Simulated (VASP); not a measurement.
# SiC5 (P6/mmm) in VASP: notebook

Runs on SiC5. Level: PBE. Tasks: single point, relaxation of cell and atoms.

Everything below comes from runs of VASP 6.6.1. Logs are shortened: lines on timing, memory, paths and dates and some standing lists are left out, and cuts for length are marked.

**1. The cell of the first run**

Symmetry: P6/mmm, No. 191, hexagonal system. Conventional cell: a = 3.247 Å, b = 3.247 Å, c = 8.558 Å, α = 90.00°, β = 90.00°, γ = 120.00°. Within 2.3 Å of Si (site symmetry 6/mmm) lie 2 C at 1.72 Å. Within 1.7 Å of C (site symmetry 6mm) lie 2 C at 1.27 to 1.29 Å. Within 1.7 Å of C (site symmetry 6/mmm) lie 2 C at 1.29 Å. Within 1.7 Å of C (site symmetry 6mm) lie 1 C at 1.27 Å.

**2. Single point, PBE**

File INCAR:

```
SYSTEM = SiC5
PREC = Accurate
ENCUT = 520
EDIFF = 1E-6
ISMEAR = 0
SIGMA = 0.1
LREAL = .False.
LASPH = .True.
NELM = 60
ALGO = Normal
ISIF = 2
LWAVE = .False.
LCHARG = .False.
GGA = PE
NBANDS = 21
```

File KPOINTS:

```
Automatic mesh
0
Gamma
  6 6 2
  0 0 0
```

File POSCAR:

```
SiC5
1.0
    3.2469718364      0.0000000000      0.0000000000
   -1.6234859182      2.8119600957      0.0000000000
    0.0000000000      0.0000000000      8.5580469584
Si C
1 5
Direct
    0.0000000000      0.0000000000      0.5000000000
    0.0000000000      0.0000000000      0.8492788144
    0.0000000000      0.0000000000      0.0000000000
    0.0000000000      0.0000000000      0.1507211856
    0.0000000000      0.0000000000      0.2989907092
    0.0000000000      0.0000000000      0.7010092908
```

Potentials or basis: VASP PAW PBE potentials, release 64 (Si, C).

The run is started by

```bash
$ cat potpaw_PBE.64/Si/POTCAR potpaw_PBE.64/C/POTCAR > POTCAR
$ mpirun -np 1 vasp_std > vasp.out
```

OUTCAR:

```text
SYSTEM = SiC5
   PREC = Accurate
   ENCUT = 520
   EDIFF = 1E-6
   ISMEAR = 0
   LREAL = .False.
   LASPH = .True.
   NELM = 60
   ISIF = 2
   GGA = PE

 ion  position               nearest neighbor table
   1  0.000  0.000  0.500-   5 1.72   6 1.72
   2  0.000  0.000  0.849-   6 1.27   3 1.29
   3  0.000  0.000  0.000-   2 1.29   4 1.29
   4  0.000  0.000  0.151-   5 1.27   3 1.29
   5  0.000  0.000  0.299-   4 1.27   1 1.72
   6  0.000  0.000  0.701-   2 1.27   1 1.72

  LATTYP: Found a hexagonal cell.
 ALAT       =     3.2469718364
 C/A-ratio  =     2.6357010130

  Lattice vectors:

 A1 = (   3.2469718364,   0.0000000000,   0.0000000000)
 A2 = (  -1.6234859182,   2.8119600957,   0.0000000000)
 A3 = (   0.0000000000,   0.0000000000,   8.5580469584)

Analysis of symmetry for initial positions (statically):
=====================================================================
 Subroutine PRICEL returns:
 Original cell was already a primitive cell.

 Routine SETGRP: Setting up the symmetry group for a
 hexagonal supercell.

 Subroutine GETGRP returns: Found 24 space group operations
 (whereof 24 operations were pure point group operations)
 out of a pool of 24 trial point group operations.

The static configuration has the point symmetry D_6h.

Analysis of symmetry for dynamics (positions and initial velocities):
=====================================================================
 Subroutine PRICEL returns:
 Original cell was already a primitive cell.

 Routine SETGRP: Setting up the symmetry group for a
 hexagonal supercell.

 Subroutine GETGRP returns: Found 24 space group operations
 (whereof 24 operations were pure point group operations)
 out of a pool of 24 trial point group operations.

The dynamic configuration has the point symmetry D_6h.

 Subroutine INISYM returns: Found 24 space group operations
 (whereof 24 operations are pure point group operations),
 and found     1 'primitive' translations

----------------------------------------------------------------------------------------

                                     Primitive cell

  volume of cell :      78.1380

  direct lattice vectors                    reciprocal lattice vectors
     3.246971836  0.000000000  0.000000000     0.307979265  0.177811912  0.000000000
    -1.623485918  2.811960096  0.000000000     0.000000000  0.355623823  0.000000000
     0.000000000  0.000000000  8.558046958     0.000000000  0.000000000  0.116849090

  length of vectors
     3.246971836  3.246971836  8.558046958     0.355623823  0.355623823  0.116849090

  position of ions in fractional coordinates (direct lattice)
     0.000000000  0.000000000  0.500000000
     0.000000000  0.000000000  0.849278814
     0.000000000  0.000000000  0.000000000
     0.000000000  0.000000000  0.150721186
     0.000000000  0.000000000  0.298990709
     0.000000000  0.000000000  0.701009291

  ion indices of the primitive-cell ions
   primitive index   ion index
                 1           1
                 2           2
                 3           3
                 4           4
                 5           5
                 6           6

----------------------------------------------------------------------------------------

 KPOINTS: Automatic mesh

Automatic generation of k-mesh.
 Grid dimensions read from file:
 generate k-points for:    6    6    2

 Generating k-lattice:

  Cartesian coordinates                     Fractional coordinates (reciprocal lattice)
     0.051329878  0.029635319  0.000000000     0.166666667 -0.000000000  0.000000000
     0.000000000  0.059270637  0.000000000     0.000000000  0.166666667  0.000000000
     0.000000000  0.000000000  0.058424545     0.000000000  0.000000000  0.500000000

  Length of vectors
     0.059270637  0.059270637  0.058424545

  Shift w.r.t. Gamma in fractional coordinates (k-lattice)
     0.000000000  0.000000000  0.000000000

 Subroutine IBZKPT returns following result:
 ===========================================

 Found     14 irreducible k-points:

 Following reciprocal coordinates:
            Coordinates               Weight
  0.000000  0.000000  0.000000      1.000000
  0.166667 -0.000000  0.000000      6.000000
  0.333333 -0.000000  0.000000      6.000000
  0.500000 -0.000000  0.000000      3.000000
  0.166667  0.166667  0.000000      6.000000
  0.333333  0.166667  0.000000     12.000000
  0.333333  0.333333  0.000000      2.000000
  0.000000  0.000000  0.500000      1.000000
  0.166667 -0.000000  0.500000      6.000000
  0.333333 -0.000000  0.500000      6.000000
  0.500000 -0.000000  0.500000      3.000000
  0.166667  0.166667  0.500000      6.000000
  0.333333  0.166667  0.500000     12.000000
  0.333333  0.333333  0.500000      2.000000
   k-points           NKPTS =     14   k-points in BZ     NKDIM =     14   number of bands    NBANDS=     21
   number of dos      NEDOS =    301   number of ions     NIONS =      6
   total plane-waves  NPLWV =  36864
   dimension x,y,z NGX =    24 NGY =   24 NGZ =   64
   dimension x,y,z NGXF=    48 NGYF=   48 NGZF=  128
   ions per type =               1   5
   NGX,Y,Z   is equivalent  to a cutoff of  12.29, 12.29, 12.43 a.u.
   NGXF,Y,Z  is equivalent  to a cutoff of  24.58, 24.58, 24.86 a.u.
 SYSTEM =  SiC5
   PREC   = accura    normal or accurate (medium, high low for compatibility)
   ISTART =      0    job   : 0-new  1-cont  2-samecut
   ICHARG =      2    charge: 1-file 2-atom 10-const
   ISPIN  =      1    spin polarized calculation?
   LNONCOLLINEAR =      F non collinear calculations
   LSORBIT =      F    spin-orbit coupling
   LASPH  =      T    aspherical Exc in radial PAW
   ENCUT  =  520.0 eV  38.22 Ry    6.18 a.u.   6.04  6.04 15.91*2*pi/ulx,y,z
   NELM   =     60;   NELMIN=  2; NELMDL= -5     # of ELM steps
   EDIFF  = 0.1E-05   stopping-criterion for ELM
   LREAL  =      F    real-space projection
   EDIFFG = 0.1E-04   stopping-criterion for IOM
   NSW    =      0    number of steps for IOM
   IBRION =     -1    ionic relax: 0-MD 1-quasi-New 2-CG
   NFREE  =      0    steps in history (QN), initial steepest desc. (CG)
   ISIF   =      2    stress and relaxation
   ISYM   =      2    0-nonsym 1-usesym 2-fastsym
   POTIM  = 0.5000    time-step for ionic-motion
   TEBEG  =    0.0;   TEEND  =   0.0 temperature during run
   PSTRESS=    0.0 pullay stress
   NELECT =      24.0000    total number of electrons
   NUPDOWN=      -1.0000    fix difference up-down
   EMIN   =  10.00;   EMAX   =-10.00  energy-range for DOS
   EFERMI =   0.00;   METHOD = LEGACY
   ISMEAR =     0;   SIGMA  =   0.10  broadening in eV -4-tet -1-fermi 0-gaus
   EFERMI_NEDOS =   21; number of points for ismear=-14 and -15
   IALGO  =     38    algorithm
   IMIX   =      4    mixing-type and parameters
     AMIX     =   0.40;   BMIX     =  1.00
     AMIX_MAG =   1.60;   BMIX_MAG =  1.00
  volume/ion in A,a.u.               =      13.02        87.88
  Fermi-wavevector in a.u.,A,eV,Ry     =   1.104565  2.087324 16.599965  1.220063
  Thomas-Fermi vector in A             =   2.241039
   LORBIT       =      0    0 simple, 1 ext, 2 COOP (PROOUT), +10 PAW based schemes
   GGA     = PE    functional components
   LHFCALC =     F    Hartree Fock is set to
   AEXX    =    0.0000 exact exchange contribution
   IVDW    =     0    specifies the selected vdW correction
   LEPSILON=     F    determine dielectric tensor
   LRPA    =     F    only Hartree local field effects (RPA)
 non-spin polarized calculation
 Gauss-broadening in eV      SIGMA  =   0.10
  energy-cutoff  :      520.00
  volume of cell :       78.14
 maximum number of plane-waves:      2136
   NGX = 13   NGY = 13   NGZ = 31

 number of electron      23.9999999 magnetization

 Free energy of the ion-electron system (eV)
  ---------------------------------------------------
  ext. energy  EPLUGINS =         0.00000000
  ---------------------------------------------------
  free energy    TOTEN  =       -43.93779183 eV

  energy without entropy =      -43.93127670  energy(sigma->0) =      -43.93453427

 E-fermi :   2.7621     XC(G=0):  -9.3685

 val. band max:        2.6919383643   @ k =   0.3333   0.1667   0.5000
 cond. band min:       2.9371295051   @ k =   0.1667  -0.0000   0.5000
 fundamental gap:      0.2451911407
 Fermi energy:         2.7621020243

 k-point     1 :       0.0000    0.0000    0.0000
  band No.  band energies     occupation
      1     -13.6441      2.00000
      2     -12.3122      2.00000
      3     -10.8958      2.00000
      4      -8.1003      2.00000
      5      -7.7183      2.00000
      6      -4.6719      2.00000
[... 13 lines left out ...]
     20      11.2302      0.00000
     21      11.4498      0.00000

 k-point     2 :       0.1667   -0.0000    0.0000
  band No.  band energies     occupation
      1     -13.4805      2.00000
      2     -12.1640      2.00000
      3     -10.7118      2.00000
      4      -8.0082      2.00000
      5      -7.4986      2.00000
      6      -4.5620      2.00000
[... 13 lines left out ...]
     20      11.2588      0.00000
     21      11.9602      0.00000

 k-point     3 :       0.3333   -0.0000    0.0000
  band No.  band energies     occupation
      1     -13.1213      2.00000
      2     -11.8419      2.00000
      3     -10.3166      2.00000
      4      -7.8180      2.00000
      5      -6.9262      2.00000
      6      -4.2964      2.00000
[... 13 lines left out ...]
     20      12.0687      0.00000
     21      12.4341      0.00000

 k-point     4 :       0.5000   -0.0000    0.0000
  band No.  band energies     occupation
      1     -12.9219      2.00000
      2     -11.6653      2.00000
      3     -10.1038      2.00000
      4      -7.7196      2.00000
      5      -6.5062      2.00000
      6      -4.1230      2.00000
[... 13 lines left out ...]
     20      11.6319      0.00000
     21      12.2670      0.00000

 k-point     5 :       0.1667    0.1667    0.0000
  band No.  band energies     occupation
      1     -13.2165      2.00000
      2     -11.9267      2.00000
      3     -10.4203      2.00000
      4      -7.8667      2.00000
      5      -7.0964      2.00000
      6      -4.3716      2.00000
[... 13 lines left out ...]
     20      12.0268      0.00000
     21      12.8383      0.00000

 k-point     6 :       0.3333    0.1667    0.0000
  band No.  band energies     occupation
      1     -12.9260      2.00000
      2     -11.6686      2.00000
      3     -10.1095      2.00000
      4      -7.7211      2.00000
      5      -6.5353      2.00000
      6      -4.1318      2.00000
[... 13 lines left out ...]
     20      12.5238      0.00000
     21      13.0659      0.00000

 k-point     7 :       0.3333    0.3333    0.0000
  band No.  band energies     occupation
      1     -12.8259      2.00000
      2     -11.5801      2.00000
      3     -10.0068      2.00000
      4      -7.6730      2.00000
      5      -6.3112      2.00000
      6      -4.0429      2.00000
[... 13 lines left out ...]
     20      13.4424      0.00000
     21      13.9161      0.00000

 k-point     8 :       0.0000    0.0000    0.5000
  band No.  band energies     occupation
      1     -13.6087      2.00000
      2     -12.4857      2.00000
      3     -10.4101      2.00000
      4      -9.1607      2.00000
      5      -6.7446      2.00000
      6      -4.9626      2.00000
[... 13 lines left out ...]
     20      11.4927      0.00000
     21      11.5012      0.00000

 k-point     9 :       0.1667   -0.0000    0.5000
  band No.  band energies     occupation
      1     -13.4488      2.00000
      2     -12.3183      2.00000
      3     -10.2819      2.00000
      4      -8.9436      2.00000
      5      -6.6314      2.00000
      6      -4.8282      2.00000
[... 13 lines left out ...]
     20      10.9274      0.00000
     21      11.3510      0.00000

 k-point    10 :       0.3333   -0.0000    0.5000
  band No.  band energies     occupation
      1     -13.0978      2.00000
      2     -11.9549      2.00000
      3     -10.0083      2.00000
      4      -8.4626      2.00000
      5      -6.3041      2.00000
      6      -4.5153      2.00000
[... 13 lines left out ...]
     20      11.0868      0.00000
     21      11.2349      0.00000

 k-point    11 :       0.5000   -0.0000    0.5000
  band No.  band energies     occupation
      1     -12.9030      2.00000
      2     -11.7560      2.00000
      3      -9.8614      2.00000
      4      -8.1988      2.00000
      5      -6.0202      2.00000
      6      -4.3171      2.00000
[... 13 lines left out ...]
     20      10.9626      0.00000
     21      11.0064      0.00000

 k-point    12 :       0.1667    0.1667    0.5000
  band No.  band energies     occupation
      1     -13.1907      2.00000
      2     -12.0507      2.00000
      3     -10.0796      2.00000
      4      -8.5909      2.00000
      5      -6.4077      2.00000
      6      -4.6020      2.00000
[... 13 lines left out ...]
     20      11.6897      0.00000
     21      12.3916      0.00000

 k-point    13 :       0.3333    0.1667    0.5000
  band No.  band energies     occupation
      1     -12.9068      2.00000
      2     -11.7604      2.00000
      3      -9.8639      2.00000
      4      -8.2091      2.00000
      5      -6.0431      2.00000
      6      -4.3274      2.00000
[... 13 lines left out ...]
     20      12.1406      0.00000
     21      12.2111      0.00000

 k-point    14 :       0.3333    0.3333    0.5000
  band No.  band energies     occupation
      1     -12.8088      2.00000
      2     -11.6617      2.00000
      3      -9.7909      2.00000
      4      -8.0873      2.00000
      5      -5.8799      2.00000
      6      -4.2263      2.00000
[... 13 lines left out ...]
     20      12.9897      0.00000
     21      13.9430      0.00000

------------------------ aborting loop because EDIFF is reached ----------------------------------------

  FORCE on cell =-STRESS in cart. coord.  units (eV):
  Direction    XX          YY          ZZ          XY          YZ          ZX
  --------------------------------------------------------------------------------------
  -------------------------------------------------------------------------------------
  Total        0.1540361      0.1540361     -0.1422737     -0.0000000      0.0000000      0.0000000
  in kB        3.1584265      3.1584265     -2.9172455     -0.0000000      0.0000000      0.0000000
  external PRESSURE =       1.1332025 kB  Pullay stress =       0.0000000 kB

 VOLUME and BASIS-vectors are now :
 -----------------------------------------------------------------------------
  energy-cutoff  :      520.00
  volume of cell :       78.14
      direct lattice vectors                 reciprocal lattice vectors
     3.246971836  0.000000000  0.000000000     0.307979265  0.177811912  0.000000000
    -1.623485918  2.811960096  0.000000000     0.000000000  0.355623823  0.000000000
     0.000000000  0.000000000  8.558046958     0.000000000  0.000000000  0.116849090

 POSITION                                       TOTAL-FORCE (eV/Angst)
 -----------------------------------------------------------------------------------
      0.00000      0.00000      4.27902        -0.000000     -0.000000      0.000000
      0.00000      0.00000      7.26817        -0.000000     -0.000000      0.039322
      0.00000      0.00000      0.00000        -0.000000     -0.000000      0.000000
      0.00000      0.00000      1.28988         0.000000     -0.000000     -0.039322
      0.00000      0.00000      2.55878         0.000000     -0.000000      0.044714
      0.00000      0.00000      5.99927        -0.000000      0.000000     -0.044714
 -----------------------------------------------------------------------------------
    total drift:                                0.000000      0.000000     -0.000000

  FREE ENERGIE OF THE ION-ELECTRON SYSTEM (eV)
  ---------------------------------------------------
  free  energy   TOTEN  =       -43.9377918321 eV

  energy  without entropy=      -43.9312766981  energy(sigma->0) =      -43.93453427
```

It took 23 s on 1 thread of Intel Xeon Platinum 8488C (Sapphire Rapids), shared host; peak memory 0.18 GiB.

Results:

```
Free energy            : -43.9378 eV
Pressure               : 0.1 GPa
Largest force          : 0.045 eV/Å
Band gap on the k mesh : zero (band 12 reaches 3.78 eV, above the bottom of band 13 at 1.87 eV)
```

Forces on the atoms (eV/Å):
```
Si   0.000  0.000  0.000
C    0.000  0.000  0.039
C    0.000  0.000  0.000
C    0.000  0.000 -0.039
C    0.000  0.000  0.045
C    0.000  0.000 -0.045
```

Levels at points of the mesh, in eV from the Fermi level:
```csv
k point,band 8,band 9,band 10,band 11,band 12,band 13,band 14,band 15,band 16,band 17
"(0.00, 0.00, 0.00)",-3.47,-1.71,-1.71,-0.28,0.53,0.53,4.70,4.70,6.06,6.06
"(0.50, 0.00, 0.00)",-4.48,-4.04,-4.00,-2.28,-0.34,0.95,1.72,2.24,4.09,4.61
"(0.00, 0.00, 0.50)",-3.44,-1.86,-1.86,-0.23,1.02,1.02,3.37,3.37,6.30,7.26
"(0.50, 0.00, 0.50)",-5.39,-4.00,-2.53,-1.92,-1.88,0.42,2.15,2.28,4.73,5.99
```

Caveat: the k points lie up to 0.37 Å⁻¹ apart.

[end of part 1 of 3]
